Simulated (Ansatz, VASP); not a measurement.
# CuO in VASP and in Ansatz

File INCAR:

```
ALGO = Normal ; EDIFF = 1E-7
ENCUT = 520 ; GGA = PE
ISIF = 2 ; ISMEAR = 0
ISPIN = 2 ; LASPH = T
LCHARG = T ; LELF = T
LMAXMIX = 4 ; LORBIT = 11
LREAL = F ; LVHAR = T
LWAVE = F ; MAGMOM = 1 0
NBANDS = 20 ; NELM = 150
PREC = Accurate ; SIGMA = 0.1
```

File KPOINTS:

```
k-points
0
Gamma
  8 8 8
```

POSCAR

```
CuO
1.0
   -1.9884865000      1.9884865000      1.5104897000
    1.9884865000     -1.9884865000      1.5104897000
    1.9884865000      1.9884865000     -1.5104897000
Cu O
1 1
Direct
    0.0000000000      0.0000000000      0.0000000000
    0.5000000000      0.5000000000      0.0000000000
```

Input for Ansatz:

```yaml
crystal:
  lattice:
    - [-1.9884865, 1.9884865, 1.5104897]
    - [1.9884865, -1.9884865, 1.5104897]
    - [1.9884865, 1.9884865, -1.5104897]
  atoms:
    - { symbol: Cu, position: [0.0, 0.0, 0.0], spin: 1.0 }
    - { symbol: O, position: [0.5, 0.5, 0.0] }
basis:
  ecutwfc: 420
kpoints:
  mp_grid: { grid: [8, 8, 8] }
hamiltonian:
  xc: pbe
scf:
  occupations: { method: gaussian, width: 0.1 }
  lower_state_search: "off"
output:
  forces: true
  stress: true
  eigenvalues: true
  populations: true
magnetization:
  spin_polarized: true
```

Alike in both runs: task single point; functional PBE; k mesh 8 × 8 × 8; occupations gaussian, width 0.1 eV; collinear spin.

|  | VASP | Ansatz |
| --- | --- | --- |
| version | VASP 6.6.1 | Ansatz 0.2.0 |
| potentials or method | VASP PAW PBE potentials, release 64 (Cu, O), cutoff 520 eV | scalar-relativistic, plane waves, PAW |
| valence electrons in the cell | 17 | 25 |

|  | VASP | Ansatz | Ansatz less VASP |
| --- | --- | --- | --- |
| gap on the k mesh at the Fermi level (eV) | none | none | - |
| net moment per atom (μB) | 0.00 | 0.00 | 0.000 |

A gap of «none» marks a metal or a gap that the smearing closes. VASP's potentials hold 17 valence electrons a cell and Ansatz's 25, so a difference there can come from the potentials and not from the codes. Ansatz's warnings: seeded moment not kept.
